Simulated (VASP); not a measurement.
A run of VASP 6.6.1 is set up as follows.

File POSCAR:

```
WO
1.0
    1.4465670200      2.5055242700      0.0000000000
   -1.4465670200      2.5055242700      0.0000000000
    0.0000000000      0.0000000000      2.8241045800
W O
1 1
Direct
    0.0000000000      0.0000000000      0.0000000000
    0.6666700000      0.6666600000      0.5000000000
```

The input INCAR.step1:

```
SYSTEM = WO
ALGO     = Normal         ! electronic algorithm
EDIFF    = 1E-4           ! SCF threshold, eV
ENCUT    = 520            ! plane-wave cutoff, eV
GGA      = PE             ! functional
ISMEAR   = -1             ! smearing method
LASPH    = .True.         ! aspherical terms in the spheres
LCHARG   = .False.        ! write CHGCAR
LREAL    = .False.        ! projectors in reciprocal space
LWAVE    = .True.         ! write WAVECAR
NELM     = 100            ! most SCF steps
PREC     = Accurate       ! precision mode
SIGMA    = 0.1            ! smearing width, eV
```

File INCAR.step2:

```
SYSTEM = WO
ALGO     = Normal         ! electronic algorithm
EDIFF    = 1E-6           ! SCF threshold, eV
EDIFFG   = -0.01          ! ionic threshold
ENCUT    = 520            ! plane-wave cutoff, eV
IBRION   = 2              ! ionic algorithm
ISIF     = 2              ! what is computed and relaxed
ISMEAR   = -1             ! smearing method
ISTART   = 1            
LASPH    = .True.         ! aspherical terms in the spheres
LCHARG   = .False.        ! write CHGCAR
LMIXTAU  = .True.       
LREAL    = .False.        ! projectors in reciprocal space
LWAVE    = .False.        ! write WAVECAR
METAGGA  = R2SCAN         ! meta-GGA
NELM     = 100            ! most SCF steps
NSW      = 100            ! ionic steps
PREC     = Accurate       ! precision mode
SIGMA    = 0.1            ! smearing width, eV
```

The input KPOINTS:

```
k-points
0
Gamma
  12 12 11
  0 0 0
```

Potentials or basis: VASP PAW PBE potentials, release 64 (W_sv, O).

Launch:

```sh
$ cat potpaw_PBE.64/W_sv/POTCAR potpaw_PBE.64/O/POTCAR > POTCAR
$ cp INCAR.step1 INCAR
$ mpirun -np 1 vasp_std > vasp.out
$ cp INCAR.step2 INCAR
$ mpirun -np 1 vasp_std > vasp.out
```

Problem. Estimate the band gap on the k mesh.

Solution. Zero (band 10 reaches 14.22 eV, above the bottom of band 11 at 11.25 eV).

Stress tensor (GPa, compression positive):
```
17.50  0.00  0.00
 0.00 17.50  0.00
 0.00  0.00 51.25
```

Caveat: the relaxation stopped at its first step, so nothing moved; the PAW data sets were made with another functional, which shifts forces and pressure a little; spin-orbit coupling is left out, which moves the levels of the heavy elements.
